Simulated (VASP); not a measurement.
A run of VASP 6.6.1 is set up as follows.

INCAR

```
SYSTEM = Sr
PREC     = Accurate       ! precision mode
ENCUT    = 600            ! plane-wave cutoff, eV
EDIFF    = 1E-7           ! SCF threshold, eV
ISMEAR   = -1             ! smearing method
SIGMA    = 0.1            ! smearing width, eV
LREAL    = .FALSE.        ! projectors in reciprocal space
LASPH    = .TRUE.         ! aspherical terms in the spheres
NELM     = 100            ! most SCF steps
ALGO     = Normal         ! electronic algorithm
ISIF     = 3              ! what is computed and relaxed
LWAVE    = .FALSE.        ! write WAVECAR
LCHARG   = .FALSE.        ! write CHGCAR
GGA      = CA             ! functional
IBRION   = 2              ! ionic algorithm
NSW      = 60             ! ionic steps
EDIFFG   = -0.005         ! ionic threshold
PSTRESS  = 81.0
```

File KPOINTS:

```
regular mesh
0
G
  12 12 12
  0 0 0
```

The input POSCAR:

```
Sr
1.0
    3.2901657637      0.0000000000      0.0000000000
    0.0000000000      3.2901657637      0.0000000000
    0.0000000000      0.0000000000      3.2901657637
Sr
1
Direct
    0.0000000000      0.0000000000      0.0000000000
```

Potentials or basis: VASP PAW LDA potentials, release 64 (Sr_sv).

Command:

```bash
$ cat potpaw_LDA.64/Sr_sv/POTCAR > POTCAR
$ mpirun -np 1 vasp_std > vasp.out
```

**Question.** Estimate the relaxed cell.

**Answer.** a = 3.183 Å, b = 3.183 Å, c = 3.183 Å, α = 90.00°, β = 90.00°, γ = 90.00°.

**Question.** Estimate the space group after relaxing (to 0.1 Å).

**Answer.** Pm-3m (No. 221).

**Question.** Predict the relaxed volume.

**Answer.** 32.25 Å³/atom.

Final structure:
```xyz
1
Lattice="3.1830 0.0000 0.0000 0.0000 3.1830 0.0000 0.0000 0.0000 3.1830" Properties=species:S:1:pos:R:3 pbc="T T T"
Sr    0.0000    0.0000    0.0000
```

Caveat: the cell is relaxed towards a set pressure, so the run minimises the enthalpy, not the energy.
